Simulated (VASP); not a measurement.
# BAs (F-43m) in VASP: further runs, part 2 of 2

VASP 6.6.1. Earlier steps stand in the parts before.

### 3 Single point, HSE06 (strain +2.0%)

The input, POSCAR:

```
BAs
1.0
    0.0000000000      2.4397049562      2.4397049562
    2.4397049562      0.0000000000      2.4397049562
    2.4397049562      2.4397049562      0.0000000000
B As
1 1
Direct
    0.0000000000      0.0000000000      0.0000000000
    0.2500000000      0.2500000000      0.2500000000
```

The input, INCAR.step1:

```
SYSTEM = BAs
PREC = Accurate
ENCUT = 520
EDIFF = 1E-5
ISMEAR = 0
SIGMA = 0.01
LREAL = .False.
LASPH = .True.
NELM = 60
ALGO = Normal
ISIF = 2
LWAVE = .True.
GGA = PE
NBANDS = 11
```

The input, INCAR.step2:

```
SYSTEM = BAs
PREC = Accurate
ENCUT = 520
EDIFF = 1E-6
ISMEAR = 0
SIGMA = 0.01
LREAL = .False.
LASPH = .True.
NELM = 60
ALGO = Normal
ISIF = 2
LWAVE = .False.
LCHARG = .True.
GGA = PE
LHFCALC = .True.
HFSCREEN = 0.2079
PRECFOCK = Normal
LELF = .True.
LVHAR = .True.
ISTART = 1
NBANDS = 11
```

The input, KPOINTS:

```
regular mesh
0
Gamma
  6 6 6
  0 0 0
```

Potentials or basis: VASP PAW PBE potentials, release 64 (B, As).

Started as:

```bash
> cat potpaw_PBE.64/B/POTCAR potpaw_PBE.64/As/POTCAR > POTCAR
> cp INCAR.step1 INCAR
> mpirun -np 1 vasp_std > vasp.out
> cp INCAR.step2 INCAR
> mpirun -np 1 vasp_std > vasp.out
```

OUTCAR:

```text
SYSTEM = BAs
   PREC = Accurate
   ENCUT = 520
   EDIFF = 1E-6
   ISMEAR = 0
   LREAL = .False.
   LASPH = .True.
   NELM = 60
   ISIF = 2
   GGA = PE
   LHFCALC = .True.
   HFSCREEN = 0.2079
   PRECFOCK = Normal
   ISTART = 1

 ion  position               nearest neighbor table
   1  0.000  0.000  0.000-   2 2.11   2 2.11   2 2.11   2 2.11
   2  0.250  0.250  0.250-   1 2.11   1 2.11   1 2.11   1 2.11

  LATTYP: Found a face centered cubic cell.
 ALAT       =     4.8794099124

  Lattice vectors:

 A1 = (   0.0000000000,   2.4397049562,   2.4397049562)
 A2 = (   2.4397049562,   0.0000000000,   2.4397049562)
 A3 = (   2.4397049562,   2.4397049562,   0.0000000000)

Analysis of symmetry for initial positions (statically):
=====================================================================
 Subroutine PRICEL returns:
 Original cell was already a primitive cell.

 Routine SETGRP: Setting up the symmetry group for a
 face centered cubic supercell.

 Subroutine GETGRP returns: Found 24 space group operations
 (whereof 24 operations were pure point group operations)
 out of a pool of 48 trial point group operations.

The static configuration has the point symmetry T_d .

Analysis of symmetry for dynamics (positions and initial velocities):
=====================================================================
 Subroutine PRICEL returns:
 Original cell was already a primitive cell.

 Routine SETGRP: Setting up the symmetry group for a
 face centered cubic supercell.

 Subroutine GETGRP returns: Found 24 space group operations
 (whereof 24 operations were pure point group operations)
 out of a pool of 48 trial point group operations.

The dynamic configuration has the point symmetry T_d .

 Subroutine INISYM returns: Found 24 space group operations
 (whereof 24 operations are pure point group operations),
 and found     1 'primitive' translations

----------------------------------------------------------------------------------------

                                     Primitive cell

  volume of cell :      29.0430

  direct lattice vectors                    reciprocal lattice vectors
     0.000000000  2.439704956  2.439704956    -0.204942814  0.204942814  0.204942814
     2.439704956  0.000000000  2.439704956     0.204942814 -0.204942814  0.204942814
     2.439704956  2.439704956  0.000000000     0.204942814  0.204942814 -0.204942814

  length of vectors
     3.450263837  3.450263837  3.450263837     0.354971367  0.354971367  0.354971367

  position of ions in fractional coordinates (direct lattice)
     0.000000000  0.000000000  0.000000000
     0.250000000  0.250000000  0.250000000

  ion indices of the primitive-cell ions
   primitive index   ion index
                 1           1
                 2           2

----------------------------------------------------------------------------------------

 KPOINTS: regular mesh

Automatic generation of k-mesh.
 Grid dimensions read from file:
 generate k-points for:    6    6    6

 Generating k-lattice:

  Cartesian coordinates                     Fractional coordinates (reciprocal lattice)
[... 38 lines left out ...]
   ions per type =               1   1
   NGX,Y,Z   is equivalent  to a cutoff of  13.49, 13.49, 13.49 a.u.
   NGXF,Y,Z  is equivalent  to a cutoff of  26.98, 26.98, 26.98 a.u.
 SYSTEM =  BAs
   PREC   = accura    normal or accurate (medium, high low for compatibility)
   ISTART =      1    job   : 0-new  1-cont  2-samecut
   ICHARG =      0    charge: 1-file 2-atom 10-const
   ISPIN  =      1    spin polarized calculation?
   LNONCOLLINEAR =      F non collinear calculations
   LSORBIT =      F    spin-orbit coupling
   LASPH  =      T    aspherical Exc in radial PAW
   ENCUT  =  520.0 eV  38.22 Ry    6.18 a.u.   6.42  6.42  6.42*2*pi/ulx,y,z
   NELM   =     60;   NELMIN=  2; NELMDL=  0     # of ELM steps
   EDIFF  = 0.1E-05   stopping-criterion for ELM
   LREAL  =      F    real-space projection
   EDIFFG = 0.1E-04   stopping-criterion for IOM
   NSW    =      0    number of steps for IOM
   IBRION =     -1    ionic relax: 0-MD 1-quasi-New 2-CG
   NFREE  =      0    steps in history (QN), initial steepest desc. (CG)
   ISIF   =      2    stress and relaxation
   ISYM   =      3    0-nonsym 1-usesym 2-fastsym
   POTIM  = 0.5000    time-step for ionic-motion
   TEBEG  =    0.0;   TEEND  =   0.0 temperature during run
   PSTRESS=    0.0 pullay stress
   NELECT =       8.0000    total number of electrons
   NUPDOWN=      -1.0000    fix difference up-down
   EMIN   =  10.00;   EMAX   =-10.00  energy-range for DOS
   EFERMI =   0.00;   METHOD = LEGACY
   ISMEAR =     0;   SIGMA  =   0.01  broadening in eV -4-tet -1-fermi 0-gaus
   EFERMI_NEDOS =   21; number of points for ismear=-14 and -15
   IALGO  =     38    algorithm
   IMIX   =      1    mixing-type and parameters
     AMIX     =   0.40;   BMIX     =  1.00
     AMIX_MAG =   1.60;   BMIX_MAG =  1.00
  volume/ion in A,a.u.               =      14.52        98.00
  Fermi-wavevector in a.u.,A,eV,Ry     =   1.065183  2.012904 15.437369  1.134615
  Thomas-Fermi vector in A             =   2.200726
   LORBIT       =      0    0 simple, 1 ext, 2 COOP (PROOUT), +10 PAW based schemes
   GGA     = PE    functional components
   LHFCALC =     T    Hartree Fock is set to
   PRECFOCK=normal    Normal, Fast or Accurate (Low or Medium for compatibility)
   ENCUT4O =  -1.0   cutoff for four orbital integrals eV
   NKREDX  =     1    reduce k-point grid by
   NKREDY  =     1    reduce k-point grid by
   NKREDZ  =     1    reduce k-point grid by
   AEXX    =    0.2500 exact exchange contribution
   HFSCREEN=    0.2079 screening length (either q_TF or 0.3 A-1)
   HFSCREENC=   0.2079 screening length for correlation (either q_TF or 0.3 A-1)
   ENCUTFOCK=  -1.0 apply spherical cutoff to Coloumb kernel
   IVDW    =     0    specifies the selected vdW correction
   LEPSILON=     F    determine dielectric tensor
   LRPA    =     F    only Hartree local field effects (RPA)
 non-spin polarized calculation
 Gauss-broadening in eV      SIGMA  =   0.01
  energy-cutoff  :      520.00
  volume of cell :       29.04
 maximum number of plane-waves:       797
 NGX is ok and might be reduce to    28
  NGX = 20; NGY = 20; NGZ = 20

 number of electron       7.9999999 magnetization

 Free energy of the ion-electron system (eV)
  ---------------------------------------------------
  ext. energy  EPLUGINS =         0.00000000
  ---------------------------------------------------
  free energy    TOTEN  =       -13.18897434 eV

  energy without entropy =      -13.18897434  energy(sigma->0) =      -13.18897434

 E-fermi :   5.1347     XC(G=0):  -8.5483

 val. band max:        5.0348126260   @ k =   0.0000   0.0000   0.0000
 cond. band min:       7.0283185785   @ k =   0.3333   0.3333   0.0000
 fundamental gap:      1.9935059525
 Fermi energy:         5.1346857559

 k-point     1 :       0.0000    0.0000    0.0000
  band No.  band energies     occupation
      1     -11.3140      2.00000
      2       5.0348      2.00000
      3       5.0348      2.00000
      4       5.0348      2.00000
      5       9.0663      0.00000
      6       9.0663      0.00000
      7       9.0663      0.00000
      8      10.0477      0.00000
      9      15.3304      0.00000
     10      18.8134      0.00000
     11      18.8135      0.00000
[... 197 lines left out ...]
 k-point    16 :      -0.3333    0.5000    0.1667
  band No.  band energies     occupation
      1      -6.8567      2.00000
      2      -3.7720      2.00000
      3      -0.1965      2.00000
      4       0.0115      2.00000
      5       9.5927      0.00000
      6       9.7912      0.00000
      7      14.5119      0.00000
      8      14.7589      0.00000
      9      18.2953      0.00000
     10      21.3702      0.00000
     11      21.7406      0.00000

------------------------ aborting loop because EDIFF is reached ----------------------------------------

  FORCE on cell =-STRESS in cart. coord.  units (eV):
  Direction    XX          YY          ZZ          XY          YZ          ZX
  --------------------------------------------------------------------------------------
  -------------------------------------------------------------------------------------
  Total       -1.5724235     -1.5724235     -1.5724235     -0.0000000      0.0000000     -0.0000000
  in kB      -86.7437464    -86.7437464    -86.7437464     -0.0000000      0.0000000     -0.0000000
  external PRESSURE =     -86.7437464 kB  Pullay stress =       0.0000000 kB

 VOLUME and BASIS-vectors are now :
 -----------------------------------------------------------------------------
  energy-cutoff  :      520.00
  volume of cell :       29.04
      direct lattice vectors                 reciprocal lattice vectors
     0.000000000  2.439704956  2.439704956    -0.204942814  0.204942814  0.204942814
     2.439704956  0.000000000  2.439704956     0.204942814 -0.204942814  0.204942814
     2.439704956  2.439704956  0.000000000     0.204942814  0.204942814 -0.204942814

 POSITION                                       TOTAL-FORCE (eV/Angst)
 -----------------------------------------------------------------------------------
      0.00000      0.00000      0.00000         0.000000      0.000000      0.000000
      1.21985      1.21985      1.21985        -0.000000     -0.000000     -0.000000
 -----------------------------------------------------------------------------------
    total drift:                                0.000000     -0.000000     -0.000000

  FREE ENERGIE OF THE ION-ELECTRON SYSTEM (eV)
  ---------------------------------------------------
  free  energy   TOTEN  =       -13.1889743371 eV

  energy  without entropy=      -13.1889743371  energy(sigma->0) =      -13.18897434
```

Run time: 20 min. Hardware: 1 thread of Intel Xeon 8259CL, shared host; peak memory 0.27 GiB.

Results:

```yaml
Free_energy: -13.1890 eV
Pressure: -8.7 GPa
Band_gap_on_the_k_mesh: 1.99 eV (least direct gap 4.03 eV)
```

Caveat: the cell differs from its parent crystal (strain +2.0%); the cell stands under tension; the PAW data sets were made with another functional, which shifts forces and pressure a little.

### 4 Single point, HSE06 (strain +3.0%)

The input, POSCAR:

```
BAs
1.0
    0.0000000000      2.4636236322      2.4636236322
    2.4636236322      0.0000000000      2.4636236322
    2.4636236322      2.4636236322      0.0000000000
B As
1 1
Direct
    0.0000000000      0.0000000000      0.0000000000
    0.2500000000      0.2500000000      0.2500000000
```

The input, INCAR.step1:

```
SYSTEM = BAs
PREC = Accurate
ENCUT = 520
EDIFF = 1E-5
ISMEAR = 0
SIGMA = 0.01
LREAL = .FALSE.
LASPH = .TRUE.
NELM = 60
ALGO = Normal
ISIF = 2
LWAVE = .TRUE.
NBANDS = 11
GGA = PE
```

The input, INCAR.step2:

```
SYSTEM = BAs
PREC = Accurate
ENCUT = 520
EDIFF = 1E-7
ISMEAR = 0
SIGMA = 0.01
LREAL = .FALSE.
LASPH = .TRUE.
NELM = 60
ALGO = Normal
ISIF = 2
LWAVE = .FALSE.
LCHARG = .TRUE.
GGA = PE
LHFCALC = .TRUE.
HFSCREEN = 0.2079
PRECFOCK = Normal
LELF = .TRUE.
LVHAR = .TRUE.
NBANDS = 11
ISTART = 1
```

The input, KPOINTS:

```
regular mesh
0
G
  6 6 6
  0 0 0
```

Started as:

```bash
> cat potpaw_PBE.64/B/POTCAR potpaw_PBE.64/As/POTCAR > POTCAR
> cp INCAR.step1 INCAR
> mpirun -np 1 vasp_std > vasp.out
> cp INCAR.step2 INCAR
> mpirun -np 1 vasp_std > vasp.out
```

Wall time 21 min (1 thread of Intel Xeon 8259CL, shared host); peak memory 0.27 GiB.

It converged, with:

```
Free energy            : -13.1341 eV
Pressure               : -11.7 GPa
Band gap on the k mesh : 2.01 eV (least direct gap 4.00 eV)
```

Levels at points of the mesh, in eV from the valence-band top:
```csv
k point,band 1,band 2,band 3,band 4,band 5,band 6,band 7,band 8,band 9
"(0.00, 0.00, 0.00)",-16.08,0.00,0.00,0.00,4.00,4.00,4.00,4.63,10.15
"(0.50, 0.00, 0.00)",-13.24,-9.00,-1.82,-1.82,2.99,5.58,5.58,9.81,13.35
"(0.50, 0.50, 0.00)",-11.89,-8.95,-4.06,-4.06,2.18,2.22,12.03,12.03,13.56
```

Caveat: the cell differs from its parent crystal (strain +3.0%); the cell stands under tension; the PAW data sets were made with another functional, which shifts forces and pressure a little. A k mesh can miss the band edges.

### 5 Single point, HSE06 (strain +4.0%)

The input, POSCAR:

```
BAs
1.0
    0.0000000000      2.4875423082      2.4875423082
    2.4875423082      0.0000000000      2.4875423082
    2.4875423082      2.4875423082      0.0000000000
B As
1 1
Direct
    0.0000000000      0.0000000000      0.0000000000
    0.2500000000      0.2500000000      0.2500000000
```

Edit INCAR.step1 of step 4 so:

```diff
@@ -12,2 +12,3 @@
 LWAVE = .TRUE.
+LCHARG = .FALSE.
 NBANDS = 11
```

The input, INCAR.step2:

```
SYSTEM = BAs
PREC = Accurate
ENCUT = 520
EDIFF = 1E-6
ISMEAR = 0
SIGMA = 0.01
LREAL = .FALSE.
LASPH = .TRUE.
NELM = 60
ALGO = Normal
ISIF = 2
LWAVE = .FALSE.
LCHARG = .FALSE.
GGA = PE
LHFCALC = .TRUE.
HFSCREEN = 0.2079
PRECFOCK = Normal
NBANDS = 11
ISTART = 1
```

KPOINTS is that of step 4.

Started as:

```bash
> cat potpaw_PBE.64/B/POTCAR potpaw_PBE.64/As/POTCAR > POTCAR
> cp INCAR.step1 INCAR
> mpirun -np 1 vasp_std > vasp.out
> cp INCAR.step2 INCAR
> mpirun -np 1 vasp_std > vasp.out
```

Wall time 16 min (1 thread of Intel Xeon 8259CL, shared host); peak memory 0.27 GiB.

Results (log left out):

| Quantity | Value |
| --- | --- |
| Free energy | -13.0626 eV |
| Pressure | -14.3 GPa |
| Band gap on the k mesh | 2.03 eV (least direct gap 3.96 eV) |

Levels at points of the mesh, in eV from the valence-band top:
| k point | band 1 | band 2 | band 3 | band 4 | band 5 | band 6 | band 7 | band 8 | band 9 |
| --- | --- | --- | --- | --- | --- | --- | --- | --- | --- |
| (0.00, 0.00, 0.00) | -15.83 | 0.00 | 0.00 | 0.00 | 3.96 | 3.96 | 3.96 | 4.25 | 10.01 |
| (0.50, 0.00, 0.00) | -13.09 | -8.80 | -1.77 | -1.77 | 2.83 | 5.54 | 5.54 | 9.74 | 13.14 |
| (0.50, 0.50, 0.00) | -11.79 | -8.79 | -3.93 | -3.93 | 2.21 | 2.24 | 11.75 | 11.75 | 13.31 |

Caveat: the cell differs from its parent crystal (strain +4.0%); the cell stands under tension; the PAW data sets were made with another functional, which shifts forces and pressure a little.

### 6 The runs side by side

| level | spin | cell | k mesh | smearing | grid for exact exchange (PRECFOCK) | share of exact exchange | screening parameter | gap on the mesh (eV) | pressure (GPa) |
| --- | --- | --- | --- | --- | --- | --- | --- | --- | --- |
| r2SCAN | non-collinear, zero start, SOC | a = 3.518 Å, angles 60.0°, 2 atoms | 10 × 10 × 10 | fermi-dirac 0.02 eV | - | - | - | - | -12.9 |
| HSE06 | off | a = 3.450 Å, angles 60.0°, 2 atoms | 6 × 6 × 6 | gaussian 0.01 eV | Normal | 0.25 | 0.2079 1/Å | 1.99 | -8.7 |
| HSE06 | off | a = 3.484 Å, angles 60.0°, 2 atoms | 6 × 6 × 6 | gaussian 0.01 eV | Normal | 0.25 | 0.2079 1/Å | 2.01 | -11.7 |
| HSE06 | off | a = 3.518 Å, angles 60.0°, 2 atoms | 6 × 6 × 6 | gaussian 0.01 eV | Normal | 0.25 | 0.2079 1/Å | 2.03 | -14.3 |

Alike in all rows: task single point; potentials or basis VASP PAW PBE potentials, release 64 (B, As); cutoff (eV) 520.

Caveats: the cell stands under tension; the PAW data sets were made with another functional, which shifts forces and pressure a little.

Absolute energies hang on the potentials; compare differences alone.
